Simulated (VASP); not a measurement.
# YI (P-3m1) in VASP: notebook

YI is run at these levels: LDA; tasks: single point.

Program: VASP 6.6.1. These are calculated values, not measurements. Logs are shortened: lines on timing, memory, paths and dates and some standing lists are left out, and cuts for length are marked.

## Step 1: The cell of the first run

Symmetry: P-3m1, No. 164, trigonal system. The conventional cell has a = 3.513 Å, b = 3.513 Å, c = 9.838 Å, α = 90.00°, β = 90.00°, γ = 120.00°. Within 3.7 Å of Y (site symmetry 3m) lie 3 I at 2.78 Å and 9 Y at 3.21 to 3.51 Å. I (site symmetry 3m) has 3 Y at 2.78 Å and 6 I at 3.51 Å within 3.7 Å.

## Step 2: Single point, LDA (volume scaled by 0.7)

INCAR

```
SYSTEM = YI
  PREC = Accurate
  ENCUT = 520
  EDIFF = 1E-6
  ISMEAR = -1
  SIGMA = 0.05
  LREAL = .FALSE.
  LASPH = .TRUE.
  NELM = 80
  ALGO = Normal
  ISIF = 2
  LWAVE = .FALSE.
  LCHARG = .FALSE.
  GGA = CA
  NBANDS = 26
```

KPOINTS

```
regular mesh
0
G
  7 7 3
  0 0 0
```

POSCAR

```
YI
1.0
    3.5125247683      0.0000000000      0.0000000000
   -1.7562623842      3.0419356808      0.0000000000
    0.0000000000      0.0000000000      9.8375110776
Y I
2 2
Direct
    0.6666666667      0.3333333333      0.6267270000
    0.3333333333      0.6666666667      0.3732730000
    0.3333333333      0.6666666667      0.8199750000
    0.6666666667      0.3333333333      0.1800250000
```

Potentials or basis: VASP PAW LDA potentials, release 64 (Y_sv, I).

Started as:

```bash
$ cat potpaw_LDA.64/Y_sv/POTCAR potpaw_LDA.64/I/POTCAR > POTCAR
$ mpirun -np 1 vasp_std > vasp.out
```

OUTCAR:

```text
SYSTEM = YI
   PREC = Accurate
   ENCUT = 520
   EDIFF = 1E-6
   ISMEAR = -1
   LREAL = .FALSE.
   LASPH = .TRUE.
   NELM = 80
   ISIF = 2
   GGA = CA

 ion  position               nearest neighbor table
   1  0.667  0.333  0.627-   3 2.78   3 2.78   3 2.78   2 3.21   2 3.21   2 3.21
   2  0.333  0.667  0.373-   4 2.78   4 2.78   4 2.78   1 3.21   1 3.21   1 3.21
   3  0.333  0.667  0.820-   1 2.78   1 2.78   1 2.78
   4  0.667  0.333  0.180-   2 2.78   2 2.78   2 2.78

  LATTYP: Found a hexagonal cell.
 ALAT       =     3.5125247683
 C/A-ratio  =     2.8006951485

  Lattice vectors:

 A1 = (   3.5125247683,   0.0000000000,   0.0000000000)
 A2 = (  -1.7562623842,   3.0419356808,   0.0000000000)
 A3 = (   0.0000000000,   0.0000000000,   9.8375110776)

Analysis of symmetry for initial positions (statically):
=====================================================================
 Subroutine PRICEL returns:
 Original cell was already a primitive cell.

 Routine SETGRP: Setting up the symmetry group for a
 hexagonal supercell.

 Subroutine GETGRP returns: Found 12 space group operations
 (whereof 12 operations were pure point group operations)
 out of a pool of 24 trial point group operations.

The static configuration has the point symmetry D_3d.

Analysis of symmetry for dynamics (positions and initial velocities):
=====================================================================
 Subroutine PRICEL returns:
 Original cell was already a primitive cell.

 Routine SETGRP: Setting up the symmetry group for a
 hexagonal supercell.

 Subroutine GETGRP returns: Found 12 space group operations
 (whereof 12 operations were pure point group operations)
 out of a pool of 24 trial point group operations.

The dynamic configuration has the point symmetry D_3d.

 Subroutine INISYM returns: Found 12 space group operations
 (whereof 12 operations are pure point group operations),
 and found     1 'primitive' translations

----------------------------------------------------------------------------------------

                                     Primitive cell

  volume of cell :     105.1126

  direct lattice vectors                    reciprocal lattice vectors
     3.512524768  0.000000000  0.000000000     0.284695501  0.164369024  0.000000000
    -1.756262384  3.041935681  0.000000000     0.000000000  0.328738049  0.000000000
     0.000000000  0.000000000  9.837511078     0.000000000  0.000000000  0.101651728

  length of vectors
     3.512524768  3.512524768  9.837511078     0.328738049  0.328738049  0.101651728

  position of ions in fractional coordinates (direct lattice)
     0.666666667  0.333333333  0.626727000
     0.333333333  0.666666667  0.373273000
     0.333333333  0.666666667  0.819975000
     0.666666667  0.333333333  0.180025000

  ion indices of the primitive-cell ions
   primitive index   ion index
                 1           1
                 2           2
                 3           3
                 4           4

----------------------------------------------------------------------------------------

 KPOINTS: regular mesh

Automatic generation of k-mesh.
 Grid dimensions read from file:
 generate k-points for:    7    7    3

 Generating k-lattice:

  Cartesian coordinates                     Fractional coordinates (reciprocal lattice)
     0.040670786  0.023481289  0.000000000     0.142857143  0.000000000  0.000000000
     0.000000000  0.046962578  0.000000000     0.000000000  0.142857143  0.000000000
     0.000000000  0.000000000  0.033883909     0.000000000  0.000000000  0.333333333

  Length of vectors
     0.046962578  0.046962578  0.033883909

  Shift w.r.t. Gamma in fractional coordinates (k-lattice)
     0.000000000  0.000000000  0.000000000

 Subroutine IBZKPT returns following result:
 ===========================================

 Found     20 irreducible k-points:

 Following reciprocal coordinates:
            Coordinates               Weight
  0.000000  0.000000  0.000000      1.000000
  0.142857  0.000000  0.000000      6.000000
[... 51 lines left out ...]
      5     -15.5988      2.00000
      6     -15.4452      2.00000
[... 18 lines left out ...]
     25      11.0412      0.00000
     26      11.0792      0.00000

 k-point     4 :       0.4286    0.0000    0.0000
  band No.  band energies     occupation
      1     -35.2553      2.00000
      2     -35.2070      2.00000
      3     -16.0734      2.00000
      4     -15.9744      2.00000
      5     -15.6067      2.00000
      6     -15.5055      2.00000
[... 18 lines left out ...]
     25      11.4972      0.00000
     26      11.5479      0.00000

 k-point     5 :       0.1429    0.1429    0.0000
  band No.  band energies     occupation
      1     -35.3086      2.00000
      2     -35.2159      2.00000
      3     -15.9647      2.00000
      4     -15.7817      2.00000
      5     -15.5659      2.00000
      6     -15.4026      2.00000
[... 18 lines left out ...]
     25      10.9087      0.00000
     26      11.5539      0.00000

 k-point     6 :       0.2857    0.1429    0.0000
  band No.  band energies     occupation
      1     -35.2655      2.00000
      2     -35.2072      2.00000
      3     -15.9700      2.00000
      4     -15.9243      2.00000
      5     -15.6639      2.00000
      6     -15.5142      2.00000
[... 311 lines left out ...]
 k-point    17 :       0.2857    0.1429    0.3333
  band No.  band energies     occupation
      1     -35.2655      2.00000
      2     -35.2072      2.00000
      3     -15.9702      2.00000
      4     -15.9244      2.00000
      5     -15.6637      2.00000
      6     -15.5141      2.00000
[... 18 lines left out ...]
     25      11.4810      0.00000
     26      12.0057      0.00000

 k-point    18 :      -0.1429    0.4286    0.3333
  band No.  band energies     occupation
      1     -35.2655      2.00000
      2     -35.2072      2.00000
      3     -15.9702      2.00000
      4     -15.9244      2.00000
      5     -15.6636      2.00000
      6     -15.5141      2.00000
[... 18 lines left out ...]
     25      11.6736      0.00000
     26      11.9011      0.00000

 k-point    19 :       0.4286    0.1429    0.3333
  band No.  band energies     occupation
      1     -35.2411      2.00000
      2     -35.2084      2.00000
      3     -16.0571      2.00000
      4     -15.9677      2.00000
      5     -15.6250      2.00000
      6     -15.5518      2.00000
[... 18 lines left out ...]
     25      11.7628      0.00000
     26      12.1049      0.00000

 k-point    20 :       0.2857    0.2857    0.3333
  band No.  band energies     occupation
      1     -35.2333      2.00000
      2     -35.2105      2.00000
      3     -15.9497      2.00000
      4     -15.9457      2.00000
      5     -15.7579      2.00000
      6     -15.5123      2.00000
[... 18 lines left out ...]
     25      11.6701      0.00000
     26      11.9611      0.00000

------------------------ aborting loop because EDIFF is reached ----------------------------------------

  FORCE on cell =-STRESS in cart. coord.  units (eV):
  Direction    XX          YY          ZZ          XY          YZ          ZX
  --------------------------------------------------------------------------------------
  -------------------------------------------------------------------------------------
  Total       12.1551179     12.1551179     13.8409785     -0.0000000     -0.0000000      0.0000000
  in kB      185.2742662    185.2742662    210.9709791     -0.0000000     -0.0000000      0.0000000
  external PRESSURE =     193.8398372 kB  Pullay stress =       0.0000000 kB

 VOLUME and BASIS-vectors are now :
 -----------------------------------------------------------------------------
  energy-cutoff  :      520.00
  volume of cell :      105.11
      direct lattice vectors                 reciprocal lattice vectors
     3.512524768  0.000000000  0.000000000     0.284695501  0.164369024  0.000000000
    -1.756262384  3.041935681  0.000000000     0.000000000  0.328738049  0.000000000
     0.000000000  0.000000000  9.837511078     0.000000000  0.000000000  0.101651728

 POSITION                                       TOTAL-FORCE (eV/Angst)
 -----------------------------------------------------------------------------------
      1.75626      1.01398      6.16543        -0.000000     -0.000000     -1.552113
     -0.00000      2.02796      3.67208         0.000000      0.000000      1.552113
     -0.00000      2.02796      8.06651         0.000000      0.000000      2.858966
      1.75626      1.01398      1.77100         0.000000      0.000000     -2.858966
 -----------------------------------------------------------------------------------
    total drift:                                0.000000     -0.000000      0.000000

  FREE ENERGIE OF THE ION-ELECTRON SYSTEM (eV)
  ---------------------------------------------------
  free  energy   TOTEN  =       -19.8823817516 eV

  energy  without entropy=      -19.8562078170  energy(sigma->0) =      -19.86929478
```

It took 25 s on 1 thread of Intel Xeon 6975P-C (Granite Rapids), shared host; peak memory 0.22 GiB.

Results:

```
Free energy            : -19.8824 eV
Pressure               : 19.4 GPa
Largest force          : 2.859 eV/Å
Band gap on the k mesh : zero (band 18 reaches 6.64 eV, above the bottom of band 19 at 6.26 eV)
```

Forces in eV/Å, atoms in the order of the input:
```
Y    0.000  0.000 -1.552
Y    0.000  0.000  1.552
I    0.000  0.000  2.859
I    0.000  0.000 -2.859
```

Levels at points of the mesh, in eV from the Fermi level:
```
           k point  band 16  band 17  band 18  band 19  band 20  band 21
(0.00, 0.00, 0.00)    -1.47    -1.46    -0.06     1.72     1.72     1.73
```

Caveat: spin-orbit coupling is left out, which moves the levels of the heavy elements; forces of over 1 eV/Å act on the atoms, so gaps and moduli don't describe the material at rest.

## Step 3: Single point, LDA (volume scaled by 0.76)

INCAR, as its differences from that of step 2:

```diff
@@ -8,3 +8,3 @@
   LASPH = .TRUE.
-  NELM = 80
+  NELM = 100
   ALGO = Normal
```

KPOINTS

```
Automatic mesh
0
G
  7 7 3
  0 0 0
```

POSCAR

```
YI
1.0
    3.6101444505      0.0000000000      0.0000000000
   -1.8050722252      3.1264768054      0.0000000000
    0.0000000000      0.0000000000     10.1109140478
Y I
2 2
Direct
    0.6666666667      0.3333333333      0.6267270000
    0.3333333333      0.6666666667      0.3732730000
    0.3333333333      0.6666666667      0.8199750000
    0.6666666667      0.3333333333      0.1800250000
```

Potentials or basis: VASP PAW LDA potentials, release 64 (Y_sv, I).

Started as:

```bash
$ cat potpaw_LDA.64/Y_sv/POTCAR potpaw_LDA.64/I/POTCAR > POTCAR
$ mpirun -np 1 vasp_std > vasp.out
```

Wall time 25 s (1 thread of Intel Xeon 6975P-C (Granite Rapids), shared host); peak memory 0.23 GiB.

It converged, with:

* Free energy: -20.7328 eV
* Pressure: 11.3 GPa
* Largest force: 1.827 eV/Å
* Band gap on the k mesh: zero (band 18 reaches 5.86 eV, above the bottom of band 19 at 5.46 eV)

Forces on the atoms (eV/Å):
```
Y    0.000  0.000 -0.820
Y    0.000  0.000  0.820
I    0.000  0.000  1.827
I    0.000  0.000 -1.827
```

Stress tensor (GPa, compression positive):
```
10.60  0.00  0.00
 0.00 10.60  0.00
 0.00  0.00 12.78
```

Levels at points of the mesh, in eV from the Fermi level:
```
           k point  band 15  band 16  band 17  band 18  band 19  band 20  band 21  band 22
(0.00, 0.00, 0.00)    -1.62    -1.59    -1.59    -0.07     1.67     1.67     1.70     2.34
```

Caveat: spin-orbit coupling is left out, which moves the levels of the heavy elements; forces of over 1 eV/Å act on the atoms, so gaps and moduli don't describe the material at rest.

## Step 4: Single point, LDA (volume scaled by 0.82)

INCAR

```
SYSTEM = YI
PREC = Accurate
ENCUT = 520
EDIFF = 1E-6
ISMEAR = -1
SIGMA = 0.05
LREAL = .False.
LASPH = .True.
NELM = 80
ALGO = Normal
ISIF = 2
LWAVE = .False.
LCHARG = .True.
GGA = CA
LELF = .True.
LVHAR = .True.
NBANDS = 26
```

KPOINTS

```
regular mesh
0
Gamma
  7 7 3
  0 0 0
```

POSCAR

```
YI
1.0
    3.7027523489      0.0000000000      0.0000000000
   -1.8513761744      3.2066775980      0.0000000000
    0.0000000000      0.0000000000     10.3702805396
Y I
2 2
Direct
    0.6666666667      0.3333333333      0.6267270000
    0.3333333333      0.6666666667      0.3732730000
    0.3333333333      0.6666666667      0.8199750000
    0.6666666667      0.3333333333      0.1800250000
```

Started as:

```bash
$ cat potpaw_LDA.64/Y_sv/POTCAR potpaw_LDA.64/I/POTCAR > POTCAR
$ mpirun -np 1 vasp_std > vasp.out
```

Run time: 28 s. Hardware: 1 thread of Intel Xeon 6975P-C (Granite Rapids), shared host; peak memory 0.22 GiB.

It converged, with:

| Quantity | Value |
| --- | --- |
| Free energy | -21.2016 eV |
| Pressure | 5.7 GPa |
| Largest force | 1.048 eV/Å |
| Band gap on the k mesh | zero (band 18 reaches 5.17 eV, above the bottom of band 19 at 4.80 eV) |

Forces on the atoms (eV/Å):
```
Y    0.000  0.000 -0.340
Y    0.000  0.000  0.340
I    0.000  0.000  1.048
I    0.000  0.000 -1.048
```

Stress tensor (GPa, compression positive):
```
5.08 0.00 0.00
0.00 5.08 0.00
0.00 0.00 6.85
```

Levels at points of the mesh, in eV from the Fermi level:
```csv
k point,band 14,band 15,band 16,band 17,band 18,band 19,band 20,band 21,band 22,band 23
"(0.00, 0.00, 0.00)",-1.73,-1.73,-1.70,-1.70,-0.09,1.60,1.60,1.64,2.15,2.15
```

Caveat: spin-orbit coupling is left out, which moves the levels of the heavy elements; forces of over 1 eV/Å act on the atoms, so gaps and moduli don't describe the material at rest.

## Step 5: Single point, LDA (volume scaled by 0.88)

INCAR

```
ALGO     = Normal         # electronic algorithm
EDIFF    = 1E-6           # SCF threshold, eV
ENCUT    = 520            # plane-wave cutoff, eV
ISIF     = 2              # what is computed and relaxed
ISMEAR   = -1             # smearing method
LASPH    = T              # aspherical terms in the spheres
LCHARG   = T              # write CHGCAR
LELF     = T              # ELF
LREAL    = F              # projectors in reciprocal space
LVHAR    = T            
LWAVE    = F              # write WAVECAR
NBANDS   = 26             # bands
NELM     = 100            # most SCF steps
PREC     = Accurate       # precision mode
SIGMA    = 0.05           # smearing width, eV
```

KPOINTS

```
k-points
0
Gamma
  7 7 3
```

POSCAR

```
YI
1.0
    3.7909460686      0.0000000000      0.0000000000
   -1.8954730343      3.2830555997      0.0000000000
    0.0000000000      0.0000000000     10.6172842624
Y I
2 2
Direct
    0.6666666667      0.3333333333      0.6267270000
    0.3333333333      0.6666666667      0.3732730000
    0.3333333333      0.6666666667      0.8199750000
    0.6666666667      0.3333333333      0.1800250000
```

Started as:

```bash
$ cat potpaw_LDA.64/Y_sv/POTCAR potpaw_LDA.64/I/POTCAR > POTCAR
$ mpirun -np 1 vasp_std > vasp.out
```

It took 28 s on 1 thread of Intel Xeon 6975P-C (Granite Rapids), shared host; peak memory 0.23 GiB.

Results (log left out):

```
Free energy            : -21.4019 eV
Pressure               : 1.7 GPa
Largest force          : 0.451 eV/Å
Band gap on the k mesh : zero (band 18 reaches 4.61 eV, above the bottom of band 19 at 4.23 eV)
```

Forces in eV/Å, atoms in the order of the input:
```
Y    0.000  0.000 -0.023
Y    0.000  0.000  0.023
I    0.000  0.000  0.451
I    0.000  0.000 -0.451
```

Stress tensor (GPa, compression positive):
```
1.26 0.00 0.00
0.00 1.26 0.00
0.00 0.00 2.54
```

Levels at points of the mesh, in eV from the Fermi level:
| k point | band 15 | band 16 | band 17 | band 18 | band 19 | band 20 | band 21 | band 22 |
| --- | --- | --- | --- | --- | --- | --- | --- | --- |
| (0.00, 0.00, 0.00) | -1.82 | -1.80 | -1.80 | -0.12 | 1.52 | 1.52 | 1.59 | 1.98 |

Caveat: spin-orbit coupling is left out, which moves the levels of the heavy elements.

## Step 6: Single point, LDA (volume scaled by 0.94)

INCAR

```
PREC = Accurate
ENCUT = 520
EDIFF = 1E-6
ISMEAR = -1
SIGMA = 0.05
LREAL = False
LASPH = True
NELM = 60
ALGO = Normal
ISIF = 2
LWAVE = False
LCHARG = False
GGA = CA
NBANDS = 26
```

KPOINTS

```
regular mesh
0
Gamma
  7 7 3
```

POSCAR

```
YI
1.0
    3.8752167608      0.0000000000      0.0000000000
   -1.9376083804      3.3560361600      0.0000000000
    0.0000000000      0.0000000000     10.8533007814
Y I
2 2
Direct
    0.6666666667      0.3333333333      0.6267270000
    0.3333333333      0.6666666667      0.3732730000
    0.3333333333      0.6666666667      0.8199750000
    0.6666666667      0.3333333333      0.1800250000
```

Potentials or basis: VASP PAW LDA potentials, release 64 (Y_sv, I).

Started as:

```bash
$ cat potpaw_LDA.64/Y_sv/POTCAR potpaw_LDA.64/I/POTCAR > POTCAR
$ mpirun -np 1 vasp_std > vasp.out
```

It took 36 s on 1 thread of Intel Xeon 6975P-C (Granite Rapids), shared host; peak memory 0.25 GiB.

The run converged. Its results:

```
Free energy            : -21.4127 eV
Pressure               : -1.1 GPa
Largest force          : 0.181 eV/Å
Band gap on the k mesh : zero (band 18 reaches 4.12 eV, above the bottom of band 19 at 3.74 eV)
```

Forces on the atoms (eV/Å):
```
Y    0.000  0.000  0.181
Y    0.000  0.000 -0.181
I    0.000  0.000 -0.011
I    0.000  0.000  0.011
```

Stress tensor (GPa, compression positive):
```
-1.41  0.00  0.00
 0.00 -1.41  0.00
 0.00  0.00 -0.62
```

Levels at points of the mesh, in eV from the Fermi level:
| k point | band 16 | band 17 | band 18 | band 19 | band 20 | band 21 |
| --- | --- | --- | --- | --- | --- | --- |
| (0.00, 0.00, 0.00) | -1.88 | -1.88 | -0.14 | 1.44 | 1.44 | 1.53 |

Caveat: spin-orbit coupling is left out, which moves the levels of the heavy elements.

## Step 7: Summary

| cell | gap on the mesh (eV) | pressure (GPa) | largest force (eV/Å) |
| --- | --- | --- | --- |
| a = 3.513, b = 3.513, c = 9.838 Å, angles 90.0, 90.0, 120.0°, 4 atoms | none | 19.4 | 2.86 |
| a = 3.610, b = 3.610, c = 10.111 Å, angles 90.0, 90.0, 120.0°, 4 atoms | none | 11.3 | 1.83 |
| a = 3.703, b = 3.703, c = 10.370 Å, angles 90.0, 90.0, 120.0°, 4 atoms | none | 5.7 | 1.05 |
| a = 3.791, b = 3.791, c = 10.617 Å, angles 90.0, 90.0, 120.0°, 4 atoms | none | 1.7 | 0.45 |
| a = 3.875, b = 3.875, c = 10.853 Å, angles 90.0, 90.0, 120.0°, 4 atoms | none | -1.1 | 0.18 |

Alike in all rows: task single point; level LDA; potentials or basis VASP PAW LDA potentials, release 64 (Y_sv, I); no spin polarisation; k mesh 7 × 7 × 3; cutoff (eV) 520; smearing fermi-dirac 0.05 eV.

Caveats: spin-orbit coupling is left out, which moves the levels of the heavy elements; forces of over 1 eV/Å act on the atoms, so gaps and moduli don't describe the material at rest (some runs).

Absolute energies hang on the potentials; compare differences alone.
